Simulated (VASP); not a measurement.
# Pd (P6/mmm) in VASP: notebook

The runs below take Pd through single point, with PBE.

Program: VASP 6.6.1. These are calculated values, not measurements. Logs are shortened: lines on timing, memory, paths and dates and some standing lists are left out, and cuts for length are marked.

## (1) The cell of the first run

The structure is hexagonal, space group P6/mmm (No. 191). The conventional cell has a = 2.184 Å, b = 2.184 Å, c = 2.091 Å, α = 90.00°, β = 90.00°, γ = 120.00°. Within 2.8 Å of Pd (site symmetry 6/mmm) lie 8 Pd at 2.09 to 2.18 Å.

## (2) Single point, PBE (volume scaled by 0.52)

Contents of INCAR:

```
SYSTEM = Pd
ALGO = Normal ; EDIFF = 1E-6
ENCUT = 540 ; GGA = PE
GGA_COMPAT = .False. ; ISIF = 2
ISMEAR = -1 ; LASPH = .True.
LCHARG = .False. ; LREAL = .False.
LWAVE = .False. ; NBANDS = 15
NELM = 120 ; PREC = Accurate
SIGMA = 0.08
```

Contents of KPOINTS:

```
k-points
0
Gamma
  16 16 15
  0 0 0
```

Contents of POSCAR:

```
Pd
1.0
    2.1840901352      0.0000000000      0.0000000000
   -1.0920450676      1.8914775413      0.0000000000
    0.0000000000      0.0000000000      2.0912651346
Pd
1
Direct
    0.0000000000      0.0000000000      0.0000000000
```

Potentials or basis: VASP PAW PBE potentials, release 64 (Pd_sv_GW).

On the command line:

```bash
cat potpaw_PBE.64/Pd_sv_GW/POTCAR > POTCAR
mpirun -np 1 vasp_std > vasp.out
```

OUTCAR:

```text
SYSTEM = Pd
   EDIFF = 1E-6
   ENCUT = 540
   GGA = PE
   ISIF = 2
   ISMEAR = -1
   LASPH = .True.
   LREAL = .False.
   NELM = 120
   PREC = Accurate

 ion  position               nearest neighbor table
   1  0.000  0.000  0.000-

  LATTYP: Found a hexagonal cell.
 ALAT       =     2.1840901352
 C/A-ratio  =     0.9574994644

  Lattice vectors:

 A1 = (   2.1840901352,   0.0000000000,   0.0000000000)
 A2 = (  -1.0920450676,   1.8914775413,   0.0000000000)
 A3 = (   0.0000000000,   0.0000000000,   2.0912651346)

Analysis of symmetry for initial positions (statically):
=====================================================================
 Subroutine PRICEL returns:
 Original cell was already a primitive cell.

 Routine SETGRP: Setting up the symmetry group for a
 hexagonal supercell.

 Subroutine GETGRP returns: Found 24 space group operations
 (whereof 24 operations were pure point group operations)
 out of a pool of 24 trial point group operations.

The static configuration has the point symmetry D_6h.

Analysis of symmetry for dynamics (positions and initial velocities):
=====================================================================
 Subroutine PRICEL returns:
 Original cell was already a primitive cell.

 Routine SETGRP: Setting up the symmetry group for a
 hexagonal supercell.

 Subroutine GETGRP returns: Found 24 space group operations
 (whereof 24 operations were pure point group operations)
 out of a pool of 24 trial point group operations.

The dynamic configuration has the point symmetry D_6h.

 Subroutine INISYM returns: Found 24 space group operations
 (whereof 24 operations are pure point group operations),
 and found     1 'primitive' translations

----------------------------------------------------------------------------------------

                                     Primitive cell

  volume of cell :       8.6393

  direct lattice vectors                    reciprocal lattice vectors
     2.184090135  0.000000000  0.000000000     0.457856562  0.264343609  0.000000000
    -1.092045068  1.891477541  0.000000000     0.000000000  0.528687218  0.000000000
     0.000000000  0.000000000  2.091265135     0.000000000  0.000000000  0.478179444

  length of vectors
     2.184090135  2.184090135  2.091265135     0.528687218  0.528687218  0.478179444

  position of ions in fractional coordinates (direct lattice)
     0.000000000  0.000000000  0.000000000

  ion indices of the primitive-cell ions
   primitive index   ion index
                 1           1

----------------------------------------------------------------------------------------

 KPOINTS: k-points

Automatic generation of k-mesh.
 Grid dimensions read from file:
 generate k-points for:   16   16   15

 Generating k-lattice:

  Cartesian coordinates                     Fractional coordinates (reciprocal lattice)
     0.028616035  0.016521476  0.000000000     0.062500000  0.000000000  0.000000000
     0.000000000  0.033042951  0.000000000     0.000000000  0.062500000  0.000000000
     0.000000000  0.000000000  0.031878630     0.000000000  0.000000000  0.066666667

  Length of vectors
     0.033042951  0.033042951  0.031878630

  Shift w.r.t. Gamma in fractional coordinates (k-lattice)
     0.000000000  0.000000000  0.000000000

 Subroutine IBZKPT returns following result:
 ===========================================

 Found    240 irreducible k-points:

 Following reciprocal coordinates:
            Coordinates               Weight
  0.000000  0.000000  0.000000      1.000000
  0.062500  0.000000  0.000000      6.000000
  0.125000  0.000000  0.000000      6.000000
  0.187500  0.000000  0.000000      6.000000
  0.250000  0.000000  0.000000      6.000000
  0.312500  0.000000  0.000000      6.000000
[... 16 lines left out ...]
  0.187500  0.187500  0.000000      6.000000
  0.250000  0.187500  0.000000     12.000000
 [... further k-points ...]
   k-points           NKPTS =    240   k-points in BZ     NKDIM =    240   number of bands    NBANDS=     15
   number of dos      NEDOS =    301   number of ions     NIONS =      1
   total plane-waves  NPLWV =   5184
   dimension x,y,z NGX =    18 NGY =   18 NGZ =   16
   dimension x,y,z NGXF=    36 NGYF=   36 NGZF=   32
   ions per type =               1
   NGX,Y,Z   is equivalent  to a cutoff of  13.70, 13.70, 12.72 a.u.
   NGXF,Y,Z  is equivalent  to a cutoff of  27.40, 27.40, 25.44 a.u.
 SYSTEM =  Pd
   PREC   = accura    normal or accurate (medium, high low for compatibility)
   ISTART =      0    job   : 0-new  1-cont  2-samecut
   ICHARG =      2    charge: 1-file 2-atom 10-const
   ISPIN  =      1    spin polarized calculation?
   LNONCOLLINEAR =      F non collinear calculations
   LSORBIT =      F    spin-orbit coupling
   LASPH  =      T    aspherical Exc in radial PAW
   ENCUT  =  540.0 eV  39.69 Ry    6.30 a.u.   4.14  4.14  3.96*2*pi/ulx,y,z
   NELM   =    120;   NELMIN=  2; NELMDL= -5     # of ELM steps
   EDIFF  = 0.1E-05   stopping-criterion for ELM
   LREAL  =      F    real-space projection
   EDIFFG = 0.1E-04   stopping-criterion for IOM
   NSW    =      0    number of steps for IOM
   IBRION =     -1    ionic relax: 0-MD 1-quasi-New 2-CG
   NFREE  =      0    steps in history (QN), initial steepest desc. (CG)
   ISIF   =      2    stress and relaxation
   ISYM   =      2    0-nonsym 1-usesym 2-fastsym
   POTIM  = 0.5000    time-step for ionic-motion
   TEBEG  =    0.0;   TEEND  =   0.0 temperature during run
   PSTRESS=    0.0 pullay stress
   NELECT =      18.0000    total number of electrons
   NUPDOWN=      -1.0000    fix difference up-down
   EMIN   =  10.00;   EMAX   =-10.00  energy-range for DOS
   EFERMI =   0.00;   METHOD = LEGACY
   ISMEAR =    -1;   SIGMA  =   0.08  broadening in eV -4-tet -1-fermi 0-gaus
   EFERMI_NEDOS =   21; number of points for ismear=-14 and -15
   IALGO  =     38    algorithm
   IMIX   =      4    mixing-type and parameters
     AMIX     =   0.40;   BMIX     =  1.00
     AMIX_MAG =   1.60;   BMIX_MAG =  1.00
  volume/ion in A,a.u.               =       8.64        58.30
  Fermi-wavevector in a.u.,A,eV,Ry     =   2.090926  3.951278 59.484299  4.371973
  Thomas-Fermi vector in A             =   3.083353
   LORBIT       =      0    0 simple, 1 ext, 2 COOP (PROOUT), +10 PAW based schemes
   GGA     = PE    functional components
   LHFCALC =     F    Hartree Fock is set to
   AEXX    =    0.0000 exact exchange contribution
   IVDW    =     0    specifies the selected vdW correction
   LEPSILON=     F    determine dielectric tensor
   LRPA    =     F    only Hartree local field effects (RPA)
 non-spin polarized calculation
  energy-cutoff  :      540.00
  volume of cell :        8.64
 maximum number of plane-waves:       258
 NGX is ok and might be reduce to    18
   NGX =  9   NGY =  9   NGZ =  7

 number of electron      18.0000000 magnetization

 Free energy of the ion-electron system (eV)
  ---------------------------------------------------
  ext. energy  EPLUGINS =         0.00000000
  ---------------------------------------------------
  free energy    TOTEN  =         3.12067145 eV

  energy without entropy =        3.13042938  energy(sigma->0) =        3.12555042

 E-fermi :  19.8951     XC(G=0): -17.2147

 val. band max:       19.8752716267   @ k =   0.3125   0.0625   0.4000
 cond. band min:      19.8978348584   @ k =   0.0625   0.0625   0.0667
 fundamental gap:      0.0225632317
 Fermi energy:        19.8951430974

 k-point     1 :       0.0000    0.0000    0.0000
  band No.  band energies     occupation
      1     -67.6098      2.00000
      2     -31.6847      2.00000
      3     -31.6847      2.00000
      4     -31.6347      2.00000
      5       7.8106      2.00000
      6       8.0924      2.00000
      7      12.8718      2.00000
      8      12.8718      2.00000
      9      20.2724      0.01774
     10      20.2724      0.01774
     11      35.3312      0.00000
     12      40.0189      0.00000
     13      48.1236      0.00000
     14      48.1236      0.00000
     15      53.7207      0.00000

 k-point     2 :       0.0625    0.0000    0.0000
  band No.  band energies     occupation
      1     -67.5863      2.00000
      2     -31.8112      2.00000
      3     -31.7129      2.00000
      4     -31.6207      2.00000
      5       8.0443      2.00000
      6       8.2207      2.00000
      7      12.6639      2.00000
      8      13.0965      2.00000
      9      20.0178      0.35510
     10      20.2293      0.03021
     11      35.8576      0.00000
     12      40.4821      0.00000
     13      46.8242      0.00000
     14      47.6403      0.00000
     15      54.2760      0.00000

 k-point     3 :       0.1250    0.0000    0.0000
  band No.  band energies     occupation
      1     -67.5189      2.00000
      2     -32.1655      2.00000
      3     -31.7927      2.00000
      4     -31.5806      2.00000
      5       8.3640      2.00000
      6       8.8691      2.00000
      7      12.2119      2.00000
      8      13.7562      2.00000
      9      19.3390      1.99809
     10      20.1077      0.13118
     11      37.2556      0.00000
     12      41.7608      0.00000
     13      44.3912      0.00000
     14      46.4446      0.00000
     15      53.9868      0.00000

 k-point     4 :       0.1875    0.0000    0.0000
  band No.  band energies     occupation
      1     -67.4169      2.00000
      2     -32.6834      2.00000
      3     -31.9083      2.00000
      4     -31.5202      2.00000
      5       8.7286      2.00000
      6       9.4895      2.00000
      7      12.1985      2.00000
      8      14.8090      2.00000
      9      18.4250      2.00000
     10      19.9302      0.78440
     11      38.7225      0.00000
     12      42.3395      0.00000
     13      43.5659      0.00000
     14      44.9143      0.00000
     15      52.8362      0.00000
[... 307 lines left out ...]
 k-point    22 :       0.4375    0.1250    0.0000
  band No.  band energies     occupation
      1     -66.9423      2.00000
      2     -34.6045      2.00000
      3     -32.7017      2.00000
      4     -31.2454      2.00000
      5       8.3743      2.00000
      6      10.8297      2.00000
      7      15.5618      2.00000
      8      16.9736      2.00000
      9      18.6604      2.00000
     10      23.6309      0.00000
     11      32.0291      0.00000
     12      35.8686      0.00000
     13      41.8051      0.00000
     14      48.9934      0.00000
     15      50.8641      0.00000

 k-point    23 :       0.1875    0.1875    0.0000
  band No.  band energies     occupation
      1     -67.1419      2.00000
      2     -33.7566      2.00000
      3     -32.4669      2.00000
      4     -31.3605      2.00000
      5       9.8191      2.00000
      6      10.4127      2.00000
      7      12.2589      2.00000
      8      16.7475      2.00000
      9      19.0140      1.99997
     10      19.8193      1.44132
     11      37.1040      0.00000
     12      37.3391      0.00000
     13      45.8777      0.00000
     14      48.3091      0.00000
     15      48.7214      0.00000

 k-point    24 :       0.2500    0.1875    0.0000
  band No.  band energies     occupation
      1     -67.0430      2.00000
      2     -34.0722      2.00000
      3     -32.7139      2.00000
      4     -31.3034      2.00000
      5       9.9917      2.00000
      6      10.3603      2.00000
      7      13.3469      2.00000
      8      16.3052      2.00000
      9      18.6093      2.00000
     10      21.9515      0.00000
     11      34.9047      0.00000
     12      36.0984      0.00000
     13      43.9788      0.00000
     14      50.2614      0.00000
     15      50.4513      0.00000

 [... further k-points ...]
[... 5 lines left out ...]
  --------------------------------------------------------------------------------------
  -------------------------------------------------------------------------------------
  Total       27.3220709     27.3220709     27.2970601      0.0000000     -0.0000000      0.0000000
  in kB     5066.9118973   5066.9118977   5062.2736197      0.0000000     -0.0000000      0.0000000
  external PRESSURE =    5065.3658049 kB  Pullay stress =       0.0000000 kB

 VOLUME and BASIS-vectors are now :
 -----------------------------------------------------------------------------
  energy-cutoff  :      540.00
  volume of cell :        8.64
      direct lattice vectors                 reciprocal lattice vectors
     2.184090135  0.000000000  0.000000000     0.457856562  0.264343609  0.000000000
    -1.092045068  1.891477541  0.000000000     0.000000000  0.528687218  0.000000000
     0.000000000  0.000000000  2.091265135     0.000000000  0.000000000  0.478179444

 POSITION                                       TOTAL-FORCE (eV/Angst)
 -----------------------------------------------------------------------------------
      0.00000      0.00000      0.00000         0.000000      0.000000      0.000000
 -----------------------------------------------------------------------------------
    total drift:                               -0.000000      0.000000      0.000000

  FREE ENERGIE OF THE ION-ELECTRON SYSTEM (eV)
  ---------------------------------------------------
  free  energy   TOTEN  =         3.1206714544 eV

  energy  without entropy=        3.1304293841  energy(sigma->0) =        3.12555042
```

Run time: 36 s. Hardware: 1 thread of AMD EPYC 7R43 (Zen 3), shared host; peak memory 0.12 GiB.

Results:

```yaml
Free_energy: 3.1207 eV
Pressure: 506.5 GPa
Band_gap_on_the_k_mesh: zero (band 9 reaches 22.67 eV, above the bottom of band 10 at 16.61 eV)
```

Stress tensor (GPa, compression positive):
```
506.69   0.00   0.00
  0.00 506.69   0.00
  0.00   0.00 506.23
```

## (3) Single point, PBE (volume scaled by 0.45)

Contents of INCAR:

```
SYSTEM = Pd
ALGO = Normal
EDIFF = 1E-6
ENCUT = 540
GGA = PE
GGA_COMPAT = .FALSE.
ISIF = 2
ISMEAR = -1
LASPH = .TRUE.
LCHARG = .FALSE.
LREAL = .FALSE.
LWAVE = .FALSE.
NBANDS = 15
NELM = 120
PREC = Accurate
SIGMA = 0.08
```

Contents of KPOINTS:

```
k-points
0
G
  16 16 15
  0 0 0
```

Contents of POSCAR:

```
Pd
1.0
    2.0827747864      0.0000000000      0.0000000000
   -1.0413873932      1.8037358754      0.0000000000
    0.0000000000      0.0000000000      1.9900993536
Pd
1
Direct
    0.0000000000      0.0000000000      0.0000000000
```

Potentials or basis: VASP PAW PBE potentials, release 64 (Pd_sv_GW).

On the command line:

```bash
cat potpaw_PBE.64/Pd_sv_GW/POTCAR > POTCAR
mpirun -np 1 vasp_std > vasp.out
```

Run time: 35 s. Hardware: 1 thread of AMD EPYC 7R43 (Zen 3), shared host; peak memory 0.12 GiB.

The run converged, but its numbers aren't listed here, since they failed a check.

## (4) Single point, PBE (volume scaled by 0.6)

Contents of INCAR:

```
SYSTEM = Pd
ALGO = Normal ; EDIFF = 1E-6
ENCUT = 540 ; GGA = PE
GGA_COMPAT = .FALSE. ; ISIF = 2
ISMEAR = -1 ; LASPH = .TRUE.
LCHARG = .TRUE. ; LELF = .TRUE.
LREAL = .FALSE. ; LVHAR = .TRUE.
LWAVE = .FALSE. ; NBANDS = 15
NELM = 120 ; PREC = Accurate
SIGMA = 0.08
```

KPOINTS is that of step 3.

Contents of POSCAR:

```
Pd
1.0
    2.2883034072      0.0000000000      0.0000000000
   -1.1441517036      1.9817288822      0.0000000000
    0.0000000000      0.0000000000      2.1982187296
Pd
1
Direct
    0.0000000000      0.0000000000      0.0000000000
```

On the command line:

```bash
cat potpaw_PBE.64/Pd_sv_GW/POTCAR > POTCAR
mpirun -np 1 vasp_std > vasp.out
```

Wall time 26 s (1 thread of Intel Xeon Platinum 8488C (Sapphire Rapids), shared host); peak memory 0.16 GiB.

The run converged. Its results:

- Free energy: -0.0643 eV
- Pressure: 275.4 GPa
- Band gap on the k mesh: zero (band 9 reaches 18.46 eV, above the bottom of band 10 at 13.54 eV)

Stress tensor (GPa, compression positive):
```
275.72   0.00   0.00
  0.00 275.72   0.00
  0.00   0.00 274.76
```

Levels at points of the mesh, in eV from the Fermi level:
```
           k point  band 6  band 7  band 8  band 9  band 10  band 11  band 12  band 13
(0.00, 0.00, 0.00)   -9.71   -5.64   -5.64    0.29     0.29    16.41    19.27    27.18
(0.50, 0.00, 0.00)   -7.57   -3.62   -0.55    0.05     0.83    11.01    17.58    20.87
```

(Continued in part 2 of 2.)
